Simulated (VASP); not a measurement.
# ZrIn2F6 (P4/mmm) in VASP: a series of runs

The runs below take ZrIn2F6 through single point, relaxation of cell and atoms, with PBE.

All numbers are computed with VASP 6.6.1; they aren't measurements. Logs are shortened: lines on timing, memory, paths and dates and some standing lists are left out, and cuts for length are marked.

### 1 The cell of the first run

Symmetry: P4/mmm, No. 123, tetragonal system. Conventional cell: a = 5.553 Å, b = 5.553 Å, c = 3.926 Å, α = 90.00°, β = 90.00°, γ = 90.00°. Within 2.5 Å of Zr (site symmetry 4/mmm) lie 6 F at 1.92 to 1.96 Å. In (site symmetry mmm) has 12 F at 2.78 Å and 4 Zr at 3.40 Å within 3.7 Å. F (site symmetry m2m) has 1 Zr at 1.92 Å within 2.5 Å. Within 2.6 Å of F (site symmetry 4/mmm) lie 2 Zr at 1.96 Å. Within 3.7 Å of F (site symmetry 4/mmm) lie 4 In at 2.78 Å and 8 F at 2.81 Å.

### 2 Single point, PBE

INCAR reads:

```
PREC = Accurate
ENCUT = 520
EDIFF = 1E-6
ISMEAR = 0
SIGMA = 0.1
LREAL = F
LASPH = T
NELM = 80
ALGO = Normal
ISIF = 2
LWAVE = F
LCHARG = T
GGA = PE
LELF = T
LVHAR = T
NBANDS = 50
```

KPOINTS reads:

```
regular mesh
0
Gamma
  4 4 4
```

POSCAR reads:

```
ZrIn2F6
1.0
    5.5525372100      0.0000000000      0.0000000000
    0.0000000000      5.5525372100      0.0000000000
    0.0000000000      0.0000000000      3.9262367100
Zr In F
1 2 6
Direct
    0.0000000000      0.0000000000      0.0000000000
    0.5000000000      0.0000000000      0.5000000000
    0.0000000000      0.5000000000      0.5000000000
    0.2447488000      0.7552512000      0.0000000000
    0.2447488000      0.2447488000      0.0000000000
    0.0000000000      0.0000000000      0.5000000000
    0.7552512000      0.2447488000      0.0000000000
    0.7552512000      0.7552512000      0.0000000000
    0.5000000000      0.5000000000      0.5000000000
```

Potentials or basis: VASP PAW PBE potentials, release 64 (Zr_sv, In_d, F).

Run with:

```bash
cat potpaw_PBE.64/Zr_sv/POTCAR potpaw_PBE.64/In_d/POTCAR potpaw_PBE.64/F/POTCAR > POTCAR
mpirun -np 1 vasp_std > vasp.out
```

OUTCAR:

```text
PREC = Accurate
   ENCUT = 520
   EDIFF = 1E-6
   ISMEAR = 0
   LREAL = F
   LASPH = T
   NELM = 80
   ISIF = 2
   GGA = PE

 ion  position               nearest neighbor table
   1  0.000  0.000  0.000-   4 1.92   5 1.92   7 1.92   8 1.92   6 1.96   6 1.96   2 3.40   2 3.40
                             3 3.40   3 3.40   3 3.40   3 3.40   2 3.40   2 3.40
   2  0.500  0.000  0.500-   6 2.78   9 2.78   9 2.78   6 2.78   8 2.78   5 2.78   4 2.78   5 2.78
                             7 2.78   8 2.78   4 2.78   7 2.78   1 3.40   1 3.40   1 3.40   1 3.40
   3  0.000  0.500  0.500-   6 2.78   9 2.78   6 2.78   9 2.78   8 2.78   5 2.78   4 2.78   5 2.78
                             7 2.78   8 2.78   4 2.78   7 2.78   1 3.40   1 3.40   1 3.40   1 3.40
   4  0.245  0.755  0.000-   1 1.92   2 2.78   3 2.78   2 2.78   3 2.78
   5  0.245  0.245  0.000-   1 1.92   2 2.78   3 2.78   2 2.78   3 2.78
   6  0.000  0.000  0.500-   1 1.96   1 1.96   3 2.78   2 2.78   3 2.78   2 2.78
   7  0.755  0.245  0.000-   1 1.92   2 2.78   3 2.78   2 2.78   3 2.78
   8  0.755  0.755  0.000-   1 1.92   2 2.78   3 2.78   2 2.78   3 2.78
   9  0.500  0.500  0.500-   2 2.78   3 2.78   2 2.78   3 2.78

  LATTYP: Found a simple tetragonal cell.
 ALAT       =     5.5525372100
 C/A-ratio  =     0.7071067805

  Lattice vectors:

 A1 = (   5.5525372100,   0.0000000000,   0.0000000000)
 A2 = (   0.0000000000,   5.5525372100,   0.0000000000)
 A3 = (   0.0000000000,   0.0000000000,   3.9262367100)

Analysis of symmetry for initial positions (statically):
=====================================================================
 Subroutine PRICEL returns:
 Original cell was already a primitive cell.

 Routine SETGRP: Setting up the symmetry group for a
 simple tetragonal supercell.

 Subroutine GETGRP returns: Found 16 space group operations
 (whereof 16 operations were pure point group operations)
 out of a pool of 16 trial point group operations.

The static configuration has the point symmetry D_4h.

Analysis of symmetry for dynamics (positions and initial velocities):
=====================================================================
 Subroutine PRICEL returns:
 Original cell was already a primitive cell.

 Routine SETGRP: Setting up the symmetry group for a
 simple tetragonal supercell.

 Subroutine GETGRP returns: Found 16 space group operations
 (whereof 16 operations were pure point group operations)
 out of a pool of 16 trial point group operations.

The dynamic configuration has the point symmetry D_4h.

 Subroutine INISYM returns: Found 16 space group operations
 (whereof 16 operations are pure point group operations),
 and found     1 'primitive' translations

----------------------------------------------------------------------------------------

                                     Primitive cell

  volume of cell :     121.0485

  direct lattice vectors                    reciprocal lattice vectors
     5.552537210  0.000000000  0.000000000     0.180097848  0.000000000  0.000000000
     0.000000000  5.552537210  0.000000000     0.000000000  0.180097848  0.000000000
     0.000000000  0.000000000  3.926236710     0.000000000  0.000000000  0.254696819

  length of vectors
     5.552537210  5.552537210  3.926236710     0.180097848  0.180097848  0.254696819

  position of ions in fractional coordinates (direct lattice)
     0.000000000  0.000000000  0.000000000
     0.500000000  0.000000000  0.500000000
     0.000000000  0.500000000  0.500000000
     0.244748800  0.755251200  0.000000000
     0.244748800  0.244748800  0.000000000
     0.000000000  0.000000000  0.500000000
     0.755251200  0.244748800  0.000000000
     0.755251200  0.755251200  0.000000000
     0.500000000  0.500000000  0.500000000

  ion indices of the primitive-cell ions
   primitive index   ion index
                 1           1
                 2           2
                 3           3
                 4           4
                 5           5
                 6           6
                 7           7
                 8           8
                 9           9

----------------------------------------------------------------------------------------

 KPOINTS: regular mesh

Automatic generation of k-mesh.
 Grid dimensions read from file:
 generate k-points for:    4    4    4

 Generating k-lattice:

  Cartesian coordinates                     Fractional coordinates (reciprocal lattice)
     0.045024462  0.000000000  0.000000000     0.250000000  0.000000000  0.000000000
     0.000000000  0.045024462  0.000000000     0.000000000  0.250000000  0.000000000
     0.000000000  0.000000000  0.063674205     0.000000000  0.000000000  0.250000000

  Length of vectors
     0.045024462  0.045024462  0.063674205

  Shift w.r.t. Gamma in fractional coordinates (k-lattice)
     0.000000000  0.000000000  0.000000000

 Subroutine IBZKPT returns following result:
 ===========================================

 Found     18 irreducible k-points:

 Following reciprocal coordinates:
            Coordinates               Weight
  0.000000  0.000000  0.000000      1.000000
  0.250000  0.000000  0.000000      4.000000
  0.500000  0.000000  0.000000      2.000000
  0.250000  0.250000  0.000000      4.000000
  0.500000  0.250000  0.000000      4.000000
  0.500000  0.500000  0.000000      1.000000
[... 10 lines left out ...]
  0.500000  0.250000  0.500000      4.000000
  0.500000  0.500000  0.500000      1.000000
   k-points           NKPTS =     18   k-points in BZ     NKDIM =     18   number of bands    NBANDS=     50
   number of dos      NEDOS =    301   number of ions     NIONS =      9
   total plane-waves  NPLWV =  52920
   dimension x,y,z NGX =    42 NGY =   42 NGZ =   30
   dimension x,y,z NGXF=    84 NGYF=   84 NGZF=   60
   ions per type =               1   2   6
   NGX,Y,Z   is equivalent  to a cutoff of  12.58, 12.58, 12.70 a.u.
   NGXF,Y,Z  is equivalent  to a cutoff of  25.15, 25.15, 25.41 a.u.
 SYSTEM =  unknown system
   PREC   = accura    normal or accurate (medium, high low for compatibility)
   ISTART =      0    job   : 0-new  1-cont  2-samecut
   ICHARG =      2    charge: 1-file 2-atom 10-const
   ISPIN  =      1    spin polarized calculation?
   LNONCOLLINEAR =      F non collinear calculations
   LSORBIT =      F    spin-orbit coupling
   LASPH  =      T    aspherical Exc in radial PAW
   ENCUT  =  520.0 eV  38.22 Ry    6.18 a.u.  10.32 10.32  7.30*2*pi/ulx,y,z
   NELM   =     80;   NELMIN=  2; NELMDL= -5     # of ELM steps
   EDIFF  = 0.1E-05   stopping-criterion for ELM
   LREAL  =      F    real-space projection
   EDIFFG = 0.1E-04   stopping-criterion for IOM
   NSW    =      0    number of steps for IOM
   IBRION =     -1    ionic relax: 0-MD 1-quasi-New 2-CG
   NFREE  =      0    steps in history (QN), initial steepest desc. (CG)
   ISIF   =      2    stress and relaxation
   ISYM   =      2    0-nonsym 1-usesym 2-fastsym
   POTIM  = 0.5000    time-step for ionic-motion
   TEBEG  =    0.0;   TEEND  =   0.0 temperature during run
   PSTRESS=    0.0 pullay stress
   NELECT =      80.0000    total number of electrons
   NUPDOWN=      -1.0000    fix difference up-down
   EMIN   =  10.00;   EMAX   =-10.00  energy-range for DOS
   EFERMI =   0.00;   METHOD = LEGACY
   ISMEAR =     0;   SIGMA  =   0.10  broadening in eV -4-tet -1-fermi 0-gaus
   EFERMI_NEDOS =   21; number of points for ismear=-14 and -15
   IALGO  =     38    algorithm
   IMIX   =      4    mixing-type and parameters
     AMIX     =   0.40;   BMIX     =  1.00
     AMIX_MAG =   1.60;   BMIX_MAG =  1.00
  volume/ion in A,a.u.               =      13.45        90.76
  Fermi-wavevector in a.u.,A,eV,Ry     =   1.425996  2.694742 27.666971  2.033465
  Thomas-Fermi vector in A             =   2.546321
   LORBIT       =      0    0 simple, 1 ext, 2 COOP (PROOUT), +10 PAW based schemes
   GGA     = PE    functional components
   LHFCALC =     F    Hartree Fock is set to
   AEXX    =    0.0000 exact exchange contribution
   IVDW    =     0    specifies the selected vdW correction
   LEPSILON=     F    determine dielectric tensor
   LRPA    =     F    only Hartree local field effects (RPA)
 non-spin polarized calculation
 Gauss-broadening in eV      SIGMA  =   0.10
  energy-cutoff  :      520.00
  volume of cell :      121.05
 maximum number of plane-waves:      3308
 NGX is ok and might be reduce to    42
   NGX = 21   NGY = 21   NGZ = 15

 number of electron      80.0000036 magnetization

 Free energy of the ion-electron system (eV)
  ---------------------------------------------------
  ext. energy  EPLUGINS =         0.00000000
  ---------------------------------------------------
  free energy    TOTEN  =       -44.83288952 eV

  energy without entropy =      -44.83288952  energy(sigma->0) =      -44.83288952

 E-fermi :   6.0789     XC(G=0): -10.5403

 val. band max:        5.5445319336   @ k =   0.5000   0.5000   0.5000
 cond. band min:       6.6060199154   @ k =   0.5000   0.5000   0.0000
 fundamental gap:      1.0614879818
 Fermi energy:         6.0789109846

 k-point     1 :       0.0000    0.0000    0.0000
  band No.  band energies     occupation
      1     -44.9633      2.00000
      2     -24.0521      2.00000
      3     -24.0521      2.00000
      4     -23.5607      2.00000
      5     -22.1433      2.00000
      6     -19.1173      2.00000
[... 42 lines left out ...]
     49      12.9394      0.00000
     50      12.9402      0.00000

 k-point     2 :       0.2500    0.0000    0.0000
  band No.  band energies     occupation
      1     -44.9633      2.00000
      2     -24.0574      2.00000
      3     -24.0498      2.00000
      4     -23.5608      2.00000
      5     -22.1421      2.00000
      6     -19.0723      2.00000
[... 840 lines left out ...]
 k-point    18 :       0.5000    0.5000    0.5000
  band No.  band energies     occupation
      1     -44.9466      2.00000
      2     -25.3574      2.00000
      3     -24.0390      2.00000
      4     -24.0390      2.00000
      5     -19.2793      2.00000
      6     -19.1201      2.00000
[... 42 lines left out ...]
     49      12.5495      0.00000
     50      13.0903      0.00000

------------------------ aborting loop because EDIFF is reached ----------------------------------------

  FORCE on cell =-STRESS in cart. coord.  units (eV):
  Direction    XX          YY          ZZ          XY          YZ          ZX
  --------------------------------------------------------------------------------------
  -------------------------------------------------------------------------------------
  Total       16.7060313     16.7060313     25.9743582      0.0000000      0.0000000      0.0000000
  in kB      221.1181733    221.1181733    343.7921638      0.0000000      0.0000000      0.0000000
  external PRESSURE =     262.0095035 kB  Pullay stress =       0.0000000 kB

 VOLUME and BASIS-vectors are now :
 -----------------------------------------------------------------------------
  energy-cutoff  :      520.00
  volume of cell :      121.05
      direct lattice vectors                 reciprocal lattice vectors
     5.552537210  0.000000000  0.000000000     0.180097848  0.000000000  0.000000000
     0.000000000  5.552537210  0.000000000     0.000000000  0.180097848  0.000000000
     0.000000000  0.000000000  3.926236710     0.000000000  0.000000000  0.254696819

 POSITION                                       TOTAL-FORCE (eV/Angst)
 -----------------------------------------------------------------------------------
      0.00000      0.00000      0.00000         0.000000     -0.000000      0.000000
      2.77627      0.00000      1.96312         0.000000     -0.000000      0.000000
      0.00000      2.77627      1.96312         0.000000     -0.000000      0.000000
      1.35898      4.19356      0.00000         0.988391     -0.988391     -0.000000
      1.35898      1.35898      0.00000         0.988391      0.988391      0.000000
      0.00000      0.00000      1.96312         0.000000     -0.000000      0.000000
      4.19356      1.35898      0.00000        -0.988391      0.988391      0.000000
      4.19356      4.19356      0.00000        -0.988391     -0.988391      0.000000
      2.77627      2.77627      1.96312         0.000000     -0.000000      0.000000
 -----------------------------------------------------------------------------------
    total drift:                                0.000000      0.000000     -0.000000

  FREE ENERGIE OF THE ION-ELECTRON SYSTEM (eV)
  ---------------------------------------------------
  free  energy   TOTEN  =       -44.8328895199 eV

  energy  without entropy=      -44.8328895199  energy(sigma->0) =      -44.83288952
```

Run time: 90 s. Hardware: 1 thread of Oxide Virtual Turin-like, shared host; peak memory 0.23 GiB.

Results:

- Free energy: -44.8329 eV
- Pressure: 26.2 GPa
- Largest force: 1.398 eV/Å
- Band gap on the k mesh: 1.06 eV (least direct gap 1.23 eV)

Forces in eV/Å, atoms in the order of the input:
```
Zr   0.000  0.000  0.000
In   0.000  0.000  0.000
In   0.000  0.000  0.000
F    0.988 -0.988  0.000
F    0.988  0.988  0.000
F    0.000  0.000  0.000
F   -0.988  0.988  0.000
F   -0.988 -0.988  0.000
F    0.000  0.000  0.000
```

Caveat: the stress differs along the axes, from 22 to 34 GPa; spin-orbit coupling is left out, which moves the levels of the heavy elements; forces of over 1 eV/Å act on the atoms, so gaps and moduli don't describe the material at rest. A k mesh can miss the band edges.

### 3 Single point, PBE

This run uses another cell than the first one, of 19.20 Å³/atom.

Changes to INCAR since step 2:

```diff
@@ -7,3 +7,3 @@
 LASPH = T
-NELM = 80
+NELM = 60
 ALGO = Normal
```

KPOINTS reads:

```
Automatic mesh
0
Gamma
  4 4 4
```

POSCAR reads:

```
ZrIn2F6
1.0
    6.2338102245      0.0000000000      0.0000000000
    0.0000000000      6.2338102245      0.0000000000
    0.0000000000      0.0000000000      4.4459750292
Zr In F
1 2 6
Direct
    0.0000000000      0.0000000000      0.0000000000
    0.5000000000      0.0000000000      0.5000000000
    0.0000000000      0.5000000000      0.5000000000
    0.2233730442      0.7766269558      0.0000000000
    0.2233730442      0.2233730442      0.0000000000
    0.0000000000      0.0000000000      0.5000000000
    0.7766269558      0.2233730442      0.0000000000
    0.7766269558      0.7766269558      0.0000000000
    0.5000000000      0.5000000000      0.5000000000
```

Potentials or basis: VASP PAW PBE potentials, release 64 (Zr_sv, In_d, F).

Run with:

```bash
cat potpaw_PBE.64/Zr_sv/POTCAR potpaw_PBE.64/In_d/POTCAR potpaw_PBE.64/F/POTCAR > POTCAR
mpirun -np 1 vasp_std > vasp.out
```

It took 3.5 min on 1 thread of Oxide Virtual Turin-like, shared host; peak memory 0.31 GiB.

Results (log left out):

- Free energy: -47.4809 eV
- Pressure: 0.1 GPa
- Largest force: 0.109 eV/Å
- Band gap on the k mesh: 1.11 eV

Forces in eV/Å, atoms in the order of the input:
```
Zr   0.000  0.000  0.000
In   0.000  0.000  0.000
In   0.000  0.000  0.000
F    0.077 -0.077  0.000
F    0.077  0.077  0.000
F    0.000  0.000  0.000
F   -0.077  0.077  0.000
F   -0.077 -0.077  0.000
F    0.000  0.000  0.000
```

Stress tensor (GPa, compression positive):
```
 0.27  0.00  0.00
 0.00  0.27  0.00
 0.00  0.00 -0.20
```

Levels at points of the mesh, in eV from the valence-band top:
```csv
k point,band 38,band 39,band 40,band 41,band 42,band 43
"(0.00, 0.00, 0.00)",-0.73,-0.73,-0.01,2.08,2.08,3.08
"(0.50, 0.00, 0.00)",-0.72,-0.10,-0.01,2.05,2.09,2.34
"(0.50, 0.50, 0.00)",-0.05,-0.05,0.00,1.11,2.05,2.05
"(0.00, 0.00, 0.50)",-0.68,-0.68,-0.17,2.22,2.51,2.51
"(0.50, 0.00, 0.50)",-0.65,-0.11,-0.07,2.53,2.63,2.84
"(0.50, 0.50, 0.50)",-0.12,-0.03,-0.03,2.71,2.71,2.71
```

Caveat: spin-orbit coupling is left out, which moves the levels of the heavy elements.

(Continued in part 2 of 2.)
